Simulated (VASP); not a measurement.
Here is a VASP 6.6.1 calculation.

INCAR

```
AGGAC = 1.0 ; AGGAX = 1.0
ALDAC = 0.0 ; ALDAX = 1.0
ALGO = Normal ; EDIFF = 1E-6
ENCUT = 500 ; GGA = B5
GGA_COMPAT = F ; ISIF = 2
ISMEAR = -1 ; IVDW = 13
LASPH = T ; LCHARG = F
LREAL = F ; LWAVE = F
NBANDS = 14 ; NELM = 120
PREC = Accurate ; SIGMA = 0.05
VDW_A1 = 0.44488865 ; VDW_A2 = 4.0933009
VDW_S6 = 1.0 ; VDW_S8 = 2.34076671
```

Contents of KPOINTS:

```
k-points
0
Gamma
  9 9 9
```

POSCAR

```
Bi
1.0
   -1.9829926153      1.9829926153      1.9829926153
    1.9829926153     -1.9829926153      1.9829926153
    1.9829926153      1.9829926153     -1.9829926153
Bi
1
Direct
    0.0000000000      0.0000000000      0.0000000000
```

Potentials or basis: VASP PAW PBE potentials, release 64 (Bi_d).

Launch:

```sh
$ cat potpaw_PBE.64/Bi_d/POTCAR > POTCAR
$ mpirun -np 1 vasp_std > vasp.out
```

Problem. Predict the pressure.

Solution. 0.1 GPa.

Problem. Predict the dispersion energy per atom.

Solution. -1.017 eV.

Problem. Predict the band gap on the k mesh.

Solution. Zero (an odd number of electrons rules out a gap without spin polarisation).

Caveat: the PAW data sets were made with another functional, which shifts forces and pressure a little; spin-orbit coupling is left out, which moves the levels of the heavy elements.
